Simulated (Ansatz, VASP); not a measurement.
# One calculation of LiF, two programs

The input INCAR:

```
PREC     = Accurate       # precision mode
ENCUT    = 520            # plane-wave cutoff, eV
EDIFF    = 1E-6           # SCF threshold, eV
ISMEAR   = 0              # smearing method
SIGMA    = 0.02           # smearing width, eV
LREAL    = F              # projectors in reciprocal space
LASPH    = T              # aspherical terms in the spheres
NELM     = 60             # most SCF steps
ALGO     = Normal         # electronic algorithm
ISIF     = 2              # what is computed and relaxed
LWAVE    = F              # write WAVECAR
LCHARG   = F              # write CHGCAR
GGA      = PE             # functional
NBANDS   = 12             # bands
```

The input KPOINTS:

```
regular mesh
0
Gamma
  10 10 10
```

Contents of POSCAR:

```
LiF
1.0
    0.0000000000      1.9712654753      1.9712654753
    1.9712654753      0.0000000000      1.9712654753
    1.9712654753      1.9712654753      0.0000000000
Li F
1 1
Direct
    0.5000000000      0.5000000000      0.5000000000
    0.0000000000      0.0000000000      0.0000000000
```

Input for Ansatz:

```yaml
crystal:
  lattice:
    - [0.0, 1.9712654753, 1.9712654753]
    - [1.9712654753, 0.0, 1.9712654753]
    - [1.9712654753, 1.9712654753, 0.0]
  atoms:
    - { symbol: Li, position: [0.5, 0.5, 0.5] }
    - { symbol: F, position: [0.0, 0.0, 0.0] }
basis:
  ecutwfc: 420
kpoints:
  mp_grid: { grid: [10, 10, 10] }
hamiltonian:
  xc: pbe
scf:
  occupations: { method: gaussian, width: 0.02 }
output:
  forces: true
  stress: true
  eigenvalues: true
```

Alike in both runs: task single point; functional PBE; k mesh 10 × 10 × 10; occupations gaussian, width 0.02 eV; no spin polarisation.

|  | VASP | Ansatz |
| --- | --- | --- |
| version | VASP 6.6.1 | Ansatz 0.2.0 |
| potentials or method | VASP PAW PBE potentials, release 64 (Li_sv, F), cutoff 520 eV | scalar-relativistic, plane waves, PAW |
| valence electrons in the cell | 10 | 10 |

```csv
,VASP,Ansatz,Ansatz less VASP
gap on the k mesh at the Fermi level (eV),9.69,9.68,-0.002
least direct gap on the mesh (eV),9.69,9.68,-0.002
```

Noted on VASP's run: the cutoff is short for stress, so the pressure is rough.
